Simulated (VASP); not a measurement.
# WC (P-6m2) in VASP: notebook, part 2 of 4

VASP 6.6.1. The steps go on from the part before.

**3. Single point, PBEsol**

This run uses another cell than the first one, of 10.26 Å³/atom, 0.995 times its volume.

The input, INCAR:

```
SYSTEM = WC
PREC = Accurate
ENCUT = 520
EDIFF = 1E-6
ISMEAR = 0
SIGMA = 0.1
LREAL = .False.
LASPH = .True.
NELM = 100
ALGO = Normal
ISIF = 2
LWAVE = .False.
LCHARG = .False.
GGA = PS
NBANDS = 16
```

The input, KPOINTS:

```
Automatic mesh
0
Gamma
  18 18 14
  0 0 0
```

The input, POSCAR:

```
WC
1.0
    2.8957562890      0.0000000000      0.0000000000
   -1.4478781445      2.5077985094      0.0000000000
    0.0000000000      0.0000000000      2.8258199505
W C
1 1
Direct
    0.0000000000      0.0000000000      0.0000000000
    0.6666666667      0.3333333333      0.5000000000
```

Potentials or basis: VASP PAW PBE potentials, release 64 (W_sv, C).

Command:

```
$ cat potpaw_PBE.64/W_sv/POTCAR potpaw_PBE.64/C/POTCAR > POTCAR
$ mpirun -np 1 vasp_std > vasp.out
```

OUTCAR:

```text
SYSTEM = WC
   PREC = Accurate
   ENCUT = 520
   EDIFF = 1E-6
   ISMEAR = 0
   LREAL = .False.
   LASPH = .True.
   NELM = 100
   ISIF = 2
   GGA = PS

 ion  position               nearest neighbor table
   1  0.000  0.000  0.000-   2 2.19   2 2.19   2 2.19   2 2.19   2 2.19   2 2.19
   2  0.667  0.333  0.500-   1 2.19   1 2.19   1 2.19   1 2.19   1 2.19   1 2.19

  LATTYP: Found a hexagonal cell.
 ALAT       =     2.8957562890
 C/A-ratio  =     0.9758486794

  Lattice vectors:

 A1 = (   2.8957562890,   0.0000000000,   0.0000000000)
 A2 = (  -1.4478781445,   2.5077985094,   0.0000000000)
 A3 = (   0.0000000000,   0.0000000000,   2.8258199505)

Analysis of symmetry for initial positions (statically):
=====================================================================
 Subroutine PRICEL returns:
 Original cell was already a primitive cell.

 Routine SETGRP: Setting up the symmetry group for a
 hexagonal supercell.

 Subroutine GETGRP returns: Found 12 space group operations
 (whereof 12 operations were pure point group operations)
 out of a pool of 24 trial point group operations.

The static configuration has the point symmetry D_3h.

Analysis of symmetry for dynamics (positions and initial velocities):
=====================================================================
 Subroutine PRICEL returns:
 Original cell was already a primitive cell.

 Routine SETGRP: Setting up the symmetry group for a
 hexagonal supercell.

 Subroutine GETGRP returns: Found 12 space group operations
 (whereof 12 operations were pure point group operations)
 out of a pool of 24 trial point group operations.

The dynamic configuration has the point symmetry D_3h.

 Subroutine INISYM returns: Found 12 space group operations
 (whereof 12 operations are pure point group operations),
 and found     1 'primitive' translations

----------------------------------------------------------------------------------------

                                     Primitive cell

  volume of cell :      20.5210

  direct lattice vectors                    reciprocal lattice vectors
     2.895756289  0.000000000  0.000000000     0.345332929  0.199378059  0.000000000
    -1.447878144  2.507798509  0.000000000     0.000000000  0.398756119  0.000000000
     0.000000000  0.000000000  2.825819951     0.000000000  0.000000000  0.353879588

  length of vectors
     2.895756289  2.895756289  2.825819951     0.398756119  0.398756119  0.353879588

  position of ions in fractional coordinates (direct lattice)
     0.000000000  0.000000000  0.000000000
     0.666666667  0.333333333  0.500000000

  ion indices of the primitive-cell ions
   primitive index   ion index
                 1           1
                 2           2

----------------------------------------------------------------------------------------

 KPOINTS: Automatic mesh

Automatic generation of k-mesh.
 Grid dimensions read from file:
 generate k-points for:   18   18   14

 Generating k-lattice:

  Cartesian coordinates                     Fractional coordinates (reciprocal lattice)
     0.019185163  0.011076559  0.000000000     0.055555556  0.000000000  0.000000000
     0.000000000  0.022153118  0.000000000     0.000000000  0.055555556  0.000000000
     0.000000000  0.000000000  0.025277113     0.000000000  0.000000000  0.071428571

  Length of vectors
     0.022153118  0.022153118  0.025277113

  Shift w.r.t. Gamma in fractional coordinates (k-lattice)
     0.000000000  0.000000000  0.000000000

 Subroutine IBZKPT returns following result:
 ===========================================

 Found    296 irreducible k-points:

 Following reciprocal coordinates:
            Coordinates               Weight
  0.000000  0.000000  0.000000      1.000000
  0.055556  0.000000  0.000000      6.000000
  0.111111  0.000000  0.000000      6.000000
  0.166667  0.000000  0.000000      6.000000
  0.222222  0.000000  0.000000      6.000000
  0.277778  0.000000  0.000000      6.000000
[... 16 lines left out ...]
  0.333333  0.111111  0.000000     12.000000
  0.388889  0.111111  0.000000     12.000000
 [... further k-points ...]
   k-points           NKPTS =    296   k-points in BZ     NKDIM =    296   number of bands    NBANDS=     16
   number of dos      NEDOS =    301   number of ions     NIONS =      2
   total plane-waves  NPLWV =  13824
   dimension x,y,z NGX =    24 NGY =   24 NGZ =   24
   dimension x,y,z NGXF=    48 NGYF=   48 NGZF=   48
   ions per type =               1   1
   NGX,Y,Z   is equivalent  to a cutoff of  13.78, 13.78, 14.12 a.u.
   NGXF,Y,Z  is equivalent  to a cutoff of  27.56, 27.56, 28.24 a.u.
 SYSTEM =  WC
   PREC   = accura    normal or accurate (medium, high low for compatibility)
   ISTART =      0    job   : 0-new  1-cont  2-samecut
   ICHARG =      2    charge: 1-file 2-atom 10-const
   ISPIN  =      1    spin polarized calculation?
   LNONCOLLINEAR =      F non collinear calculations
   LSORBIT =      F    spin-orbit coupling
   LASPH  =      T    aspherical Exc in radial PAW
   ENCUT  =  520.0 eV  38.22 Ry    6.18 a.u.   5.38  5.38  5.25*2*pi/ulx,y,z
   NELM   =    100;   NELMIN=  2; NELMDL= -5     # of ELM steps
   EDIFF  = 0.1E-05   stopping-criterion for ELM
   LREAL  =      F    real-space projection
   EDIFFG = 0.1E-04   stopping-criterion for IOM
   NSW    =      0    number of steps for IOM
   IBRION =     -1    ionic relax: 0-MD 1-quasi-New 2-CG
   NFREE  =      0    steps in history (QN), initial steepest desc. (CG)
   ISIF   =      2    stress and relaxation
   ISYM   =      2    0-nonsym 1-usesym 2-fastsym
   POTIM  = 0.5000    time-step for ionic-motion
   TEBEG  =    0.0;   TEEND  =   0.0 temperature during run
   PSTRESS=    0.0 pullay stress
   NELECT =      18.0000    total number of electrons
   NUPDOWN=      -1.0000    fix difference up-down
   EMIN   =  10.00;   EMAX   =-10.00  energy-range for DOS
   EFERMI =   0.00;   METHOD = LEGACY
   ISMEAR =     0;   SIGMA  =   0.10  broadening in eV -4-tet -1-fermi 0-gaus
   EFERMI_NEDOS =   21; number of points for ismear=-14 and -15
   IALGO  =     38    algorithm
   IMIX   =      4    mixing-type and parameters
     AMIX     =   0.40;   BMIX     =  1.00
     AMIX_MAG =   1.60;   BMIX_MAG =  1.00
  volume/ion in A,a.u.               =      10.26        69.24
  Fermi-wavevector in a.u.,A,eV,Ry     =   1.567109  2.961407 33.413617  2.455832
  Thomas-Fermi vector in A             =   2.669338
   LORBIT       =      0    0 simple, 1 ext, 2 COOP (PROOUT), +10 PAW based schemes
   GGA     = PS    functional components
   LHFCALC =     F    Hartree Fock is set to
   AEXX    =    0.0000 exact exchange contribution
   IVDW    =     0    specifies the selected vdW correction
   LEPSILON=     F    determine dielectric tensor
   LRPA    =     F    only Hartree local field effects (RPA)
 non-spin polarized calculation
 Gauss-broadening in eV      SIGMA  =   0.10
  energy-cutoff  :      520.00
  volume of cell :       20.52
 maximum number of plane-waves:       574
 NGX is ok and might be reduce to    24
   NGX = 11   NGY = 11   NGZ = 11

 number of electron      18.0000001 magnetization

 Free energy of the ion-electron system (eV)
  ---------------------------------------------------
  ext. energy  EPLUGINS =         0.00000000
  ---------------------------------------------------
  free energy    TOTEN  =       -23.90008703 eV

  energy without entropy =      -23.89883427  energy(sigma->0) =      -23.89946065

 E-fermi :  11.0912     XC(G=0): -13.9900

 val. band max:       11.0481682574   @ k =   0.0556   0.0000   0.2143
 cond. band min:      11.1152777627   @ k =   0.4444   0.0000   0.5000
 fundamental gap:      0.0671095054
 Fermi energy:        11.0912052953

 k-point     1 :       0.0000    0.0000    0.0000
  band No.  band energies     occupation
      1     -62.8184      2.00000
      2     -26.8043      2.00000
      3     -26.6983      2.00000
      4     -26.6983      2.00000
      5      -3.4212      2.00000
      6       6.6980      2.00000
[... 8 lines left out ...]
     15      25.5085      0.00000
     16      27.8992      0.00000
[... 419 lines left out ...]
 k-point    24 :       0.3889    0.1111    0.0000
  band No.  band energies     occupation
      1     -62.7565      2.00000
      2     -27.4979      2.00000
      3     -26.9557      2.00000
      4     -26.6869      2.00000
      5       0.0260      2.00000
      6       4.1596      2.00000
[... 8 lines left out ...]
     15      25.0032      0.00000
     16      28.7280      0.00000

 [... further k-points ...]

------------------------ aborting loop because EDIFF is reached ----------------------------------------

  FORCE on cell =-STRESS in cart. coord.  units (eV):
  Direction    XX          YY          ZZ          XY          YZ          ZX
  --------------------------------------------------------------------------------------
  -------------------------------------------------------------------------------------
  Total        0.2811762      0.2811762      0.3252870     -0.0000000     -0.0000000      0.0000000
  in kB       21.9528051     21.9528051     25.3967530     -0.0000000     -0.0000000      0.0000000
  external PRESSURE =      23.1007877 kB  Pullay stress =       0.0000000 kB

 VOLUME and BASIS-vectors are now :
 -----------------------------------------------------------------------------
  energy-cutoff  :      520.00
  volume of cell :       20.52
      direct lattice vectors                 reciprocal lattice vectors
     2.895756289  0.000000000  0.000000000     0.345332929  0.199378059  0.000000000
    -1.447878144  2.507798509  0.000000000     0.000000000  0.398756119  0.000000000
     0.000000000  0.000000000  2.825819951     0.000000000  0.000000000  0.353879588

 POSITION                                       TOTAL-FORCE (eV/Angst)
 -----------------------------------------------------------------------------------
      0.00000      0.00000      0.00000        -0.000000      0.000000      0.000000
      1.44788      0.83593      1.41291         0.000000      0.000000      0.000000
 -----------------------------------------------------------------------------------
    total drift:                                0.000000     -0.000000      0.000000

  FREE ENERGIE OF THE ION-ELECTRON SYSTEM (eV)
  ---------------------------------------------------
  free  energy   TOTEN  =       -23.9000870293 eV

  energy  without entropy=      -23.8988342721  energy(sigma->0) =      -23.89946065
```

OSZICAR:

```text
N       E                     dE             d eps       ncg     rms          rms(c)
DAV:   1     0.107864818561E+03    0.10786E+03   -0.93718E+03  9528   0.125E+03
DAV:   2    -0.236317168802E+02   -0.13150E+03   -0.12693E+03 11176   0.338E+02
DAV:   3    -0.267890476515E+02   -0.31573E+01   -0.31448E+01 10536   0.497E+01
DAV:   4    -0.268050886954E+02   -0.16041E-01   -0.16040E-01 12104   0.398E+00
DAV:   5    -0.268052039035E+02   -0.11521E-03   -0.11521E-03 10592   0.320E-01    0.338E+01
DAV:   6    -0.239980902685E+02    0.28071E+01   -0.52858E+00 11600   0.249E+01    0.945E+00
DAV:   7    -0.239334401737E+02    0.64650E-01   -0.36522E-01  9976   0.468E+00    0.642E+00
DAV:   8    -0.239010940937E+02    0.32346E-01   -0.60954E-02 10840   0.199E+00    0.908E-01
DAV:   9    -0.239002386945E+02    0.85540E-03   -0.25565E-03 10360   0.385E-01    0.116E-01
DAV:  10    -0.239000875030E+02    0.15119E-03   -0.26910E-04 11920   0.195E-01    0.462E-02
DAV:  11    -0.239000876278E+02   -0.12476E-06   -0.11141E-05 10432   0.321E-02    0.779E-03
DAV:  12    -0.239000870293E+02    0.59846E-06   -0.18529E-06  8808   0.113E-02
   1 F= -.23900087E+02 E0= -.23899461E+02  d E =-.125276E-02
```

stdout:

```text
POSCAR found type information on POSCAR W C
 POSCAR found :  2 types and       2 ions
 scaLAPACK will be used
 -----------------------------------------------------------------------------
|                                                                             |
|                                                                             |
|     You enforced a specific xc type in the INCAR file but a different       |
|     I HOPE YOU KNOW WHAT YOU ARE DOING!                                     |
|                                                                             |
 -----------------------------------------------------------------------------

 LDA part: xc-table for (Slater+PW92), standard interpolation
 POSCAR, INCAR and KPOINTS ok, starting setup
 FFT: planning ... GRIDC
 FFT: planning ... GRID_SOFT
 FFT: planning ... GRID
 WAVECAR not read
 entering main loop
```

Wall time 23 s (1 thread of Intel Xeon 6975P-C (Granite Rapids), shared host); peak memory 0.22 GiB.

Results:

```yaml
Free_energy: -23.9001 eV
Pressure: 2.3 GPa
Band_gap_on_the_k_mesh: zero (band 9 reaches 11.73 eV, above the bottom of band 10 at 10.48 eV)
```

Caveat: the PAW data sets were made with another functional, which shifts forces and pressure a little; spin-orbit coupling is left out, which moves the levels of the heavy elements.

(Continued in part 3 of 4.)
